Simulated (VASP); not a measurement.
Runs of VASP 6.6.1 on Pb. The structure is that of space group P6_3/mmc (No. 194), or close to it. The cells are those of the table. This isn't the form of Pb at room conditions, which is fcc.

```tsv
task	cell	cutoff (eV)	gap on the mesh (eV)	pressure (GPa)
single point	a = 3.342, b = 3.342, c = 5.520 Å, angles 90.0, 90.0, 120.0°, 2 atoms	520	none	7.9
single point	a = 3.524, b = 3.524, c = 5.810 Å, angles 90.0, 90.0, 120.0°, 2 atoms	520	none	(a)
single point	a = 3.454, b = 3.454, c = 5.695 Å, angles 90.0, 90.0, 120.0°, 2 atoms	520	none	1.5
relaxation of shape and atoms at fixed volume	relaxed from a = 3.342, b = 3.342, c = 5.520 Å, angles 90.0, 90.0, 120.0°, 2 atoms	600	none	7.9
single point	a = 3.379, b = 3.379, c = 5.582 Å, angles 90.0, 90.0, 120.0°, 2 atoms	520	none	5.3
```

Alike in all rows: level PBE+D3(BJ); potentials or basis VASP PAW PBE potentials, release 64 (Pb_d); no spin polarisation; k mesh 15 × 15 × 8; smearing gaussian 0.1 eV.

Q: Fill in the values left out.

A: (a) -1.3.

Caveats: spin-orbit coupling is left out, which moves the levels of the heavy elements; the cell stands under pressure (at least some runs).

A k mesh can miss the band edges, and the runs leave out spin-orbit coupling on Pb.

A gap of «none» marks levels without a gap at the run's occupations.
